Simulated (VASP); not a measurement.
Wanted: the native input for a VASP 6.6.1 run.

* Task: single point
* Functional: LDA
* Potentials or basis: VASP PAW LDA potentials, release 64 (Al, Ru_pv)
* Cutoff: 520 eV
* k mesh: 18 × 18 × 18
* Occupations: gaussian, width 0.1 eV
* Spin: no spin polarisation
* Dipole correction: no
* Further INCAR settings: ALGO = Fast; EDIFF = 1e-07; NBANDS = 17

The structure of Al2Ru lies in POSCAR:

```
Al2Ru
1.0
   -1.5494602064      1.5494602064      4.1753146674
    1.5494602064     -1.5494602064      4.1753146674
    1.5494602064      1.5494602064     -4.1753146674
Al Ru
2 1
Direct
    0.6590860916      0.6590860916      0.0000000000
    0.3409139084      0.3409139084      0.0000000000
    0.0000000000      0.0000000000      0.0000000000
```

These files were run (other wordings do the same):

INCAR

```
PREC     = Accurate       # precision mode
ENCUT    = 520            # plane-wave cutoff, eV
EDIFF    = 1E-7           # SCF threshold, eV
ISMEAR   = 0              # smearing method
SIGMA    = 0.1            # smearing width, eV
LREAL    = F              # projectors in reciprocal space
LASPH    = T              # aspherical terms in the spheres
NELM     = 100            # most SCF steps
ALGO     = Fast           # electronic algorithm
ISIF     = 2              # what is computed and relaxed
LWAVE    = F              # write WAVECAR
LCHARG   = F              # write CHGCAR
GGA      = CA             # functional
NBANDS   = 17             # bands
```

KPOINTS

```
Automatic mesh
0
Gamma
  18 18 18
```

Potentials or basis: VASP PAW LDA potentials, release 64 (Al, Ru_pv).

Run with:

```sh
$ cat potpaw_LDA.64/Al/POTCAR potpaw_LDA.64/Ru_pv/POTCAR > POTCAR
$ mpirun -np 1 vasp_std > vasp.out
```

It gave:

| Property | Result |
| --- | --- |
| Pressure | 0.5 GPa |
| Largest force | 0.016 eV/Å |
| Band gap on the k mesh | zero (bands 10 and 11 overlap by 0.21 eV) |

Wall time 8.4 min on 1 thread of Intel(R) Xeon(R) Platinum 8488C (Sapphire Rapids), with other jobs on the host, peak memory 0.42 GiB.
